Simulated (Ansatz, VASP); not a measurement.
PbS in VASP and in Ansatz

```
Pb S
1.0
     0.00000    2.89087    2.89087
     2.89087    0.00000    2.89087
     2.89087    2.89087    0.00000
Pb S
1 1
Direct
  0.00000 0.00000 0.00000
  0.50000 0.50000 0.50000
```

Change from the starting cell: strain -0.025 along x and y, -0.025 along z, atoms carried along.

Alike in both runs: task single point; functional PBE; dispersion D3(BJ); k mesh 10 × 10 × 10; occupations gaussian, width 0.03 eV; no spin polarisation.

|  | VASP | Ansatz |
| --- | --- | --- |
| version | VASP 6.6.1 | Ansatz 0.2.0 |
| potentials or method | VASP PAW PBE potentials, release 64 (Pb_d, S), cutoff 520 eV | scalar-relativistic, plane waves, PAW |
| valence electrons in the cell | 20 | 20 |

```csv
,VASP,Ansatz,Ansatz less VASP
gap on the k mesh at the Fermi level (eV),0.05,0.04,-0.008
least direct gap on the mesh (eV),0.05,0.04,-0.008
pressure (GPa),5.2,5.3,+0.09
```

Neither program's run includes spin-orbit coupling.
